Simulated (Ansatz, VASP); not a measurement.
InGa3P4: VASP beside Ansatz

```
In Ga P
1.0
     5.62033    0.00004    0.00035
     0.00004    5.62022    0.00000
     0.00036    0.00000    5.62029
In Ga P
1 3 4
Direct
  0.50002 0.50005 0.50006
  0.99998 0.00001 0.49995
  0.00002 0.49998 0.00003
  0.49998 0.00001 0.99997
  0.76005 0.76002 0.76004
  0.75997 0.23999 0.23998
  0.24001 0.75999 0.23999
  0.23997 0.23996 0.75998
```

Change from the starting cell: cell x1, atoms moved at random (sigma 0.05 Å) and cell strained at random (1.5 %), then relaxed without symmetry.

Alike in both runs: functional PBE; k mesh 4 × 4 × 4; occupations gaussian, width 0.1 eV; no spin polarisation.

Ansatz relaxed the structure, and its values are those at the end. VASP's run is a single point on that final structure, the one shown.

```csv
,VASP,Ansatz
version,VASP 6.6.1,Ansatz 0.2.0
potentials or method,"VASP PAW PBE potentials, release 64 (In_d, Ga_d, P), cutoff 520 eV","scalar-relativistic, plane waves, PAW"
valence electrons in the cell,72,72
```

```tsv
	VASP	Ansatz	Ansatz less VASP
gap on the k mesh at the Fermi level (eV)	1.04	1.05	+0.004
least direct gap on the mesh (eV)	1.04	1.05	+0.004
pressure (GPa)	0.0	0.0	+0.02
```

The functional is the same, so the differences come from potentials, cutoffs and numerics.
